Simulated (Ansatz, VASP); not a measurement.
# One calculation of Bi, two programs

```
Bi
1.0
     5.65646    0.00000    0.00000
    -2.82823    4.89863    0.00000
     0.00000    0.00000    3.34070
Bi
3
Direct
  0.00000 0.00000 0.00000
  0.33333 0.66667 0.50000
  0.66667 0.33333 0.50000
```

Alike in both runs: task single point; functional LDA; k mesh 8 × 8 × 11; occupations fermi-dirac, width 0.1 eV; no spin polarisation.

|  | VASP | Ansatz |
| --- | --- | --- |
| version | VASP 6.6.1 | Ansatz 0.2.0 |
| potentials or method | VASP PAW LDA potentials, release 64 (Bi_d), cutoff 520 eV | plane waves (420 eV) with PAW, scalar-relativistic |
| valence electrons in the cell | 45 | 45 |

|  | VASP | Ansatz | Ansatz less VASP |
| --- | --- | --- | --- |
| pressure (GPa) | -2.3 | -2.3 | -0.06 |
| traceless stress, the component that is largest in VASP (GPa) | 0.39 | 0.40 | +0.010 |

Ansatz warns that its potentials were made for another functional, while VASP's fit it. LDA's correlation is that of Perdew and Zunger in VASP and of Perdew and Wang (1992) in Ansatz.

Spin-orbit coupling is off throughout.
